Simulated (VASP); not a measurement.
Write the native input for VASP 6.6.1 that does the following.

* Task: electric field gradients
* Functional: PBE
* Potentials or basis: VASP PAW PBE potentials, release 64 (K_sv, Cl)
* Cutoff: 400 eV
* k mesh: 7 × 7 × 7
* Occupations: fermi-dirac, width 0.02 eV
* Spin: no spin polarisation
* Dipole correction: no
* Further INCAR settings: ALGO = Normal; EDIFF = 1e-08; NBANDS = 15

The structure of KCl lies in POSCAR:

```
KCl
1.0
    3.6340000000      0.0000000000      0.0000000000
    0.0000000000      3.6340000000      0.0000000000
    0.0000000000      0.0000000000      3.6340000000
K Cl
1 1
Direct
    0.0000000000      0.0000000000      0.0000000000
    0.5000000000      0.5000000000      0.5000000000
```

One way to write it, as run:

INCAR

```
SYSTEM = KCl
PREC = Accurate
ENCUT = 400
EDIFF = 1E-8
ISMEAR = -1
SIGMA = 0.02
LREAL = .False.
LASPH = .True.
NELM = 120
ALGO = Normal
ISIF = 2
LWAVE = .False.
LCHARG = .False.
GGA = PE
LEFG = .True.
NBANDS = 15
GGA_COMPAT = .False.
```

KPOINTS

```
Automatic mesh
0
Gamma
  7 7 7
  0 0 0
```

Potentials or basis: VASP PAW PBE potentials, release 64 (K_sv, Cl).

The run is started by

```sh
$ cat potpaw_PBE.64/K_sv/POTCAR potpaw_PBE.64/Cl/POTCAR > POTCAR
$ mpirun -np 1 vasp_std > vasp.out
```

It gave:

```json
{
 "Pressure": "4.5 GPa",
 "Band gap on the k mesh": "5.61 eV, indirect (least direct gap 5.81 eV)"
}
```

Caveat: without QUAD_EFG the Cq values of the log hold for a quadrupole moment of 1 mb, not for the nuclei.

Run time: 5.9 s on 1 thread of Intel(R) Xeon(R) 6975P-C (Granite Rapids) (shared host), peak memory 0.13 GiB.
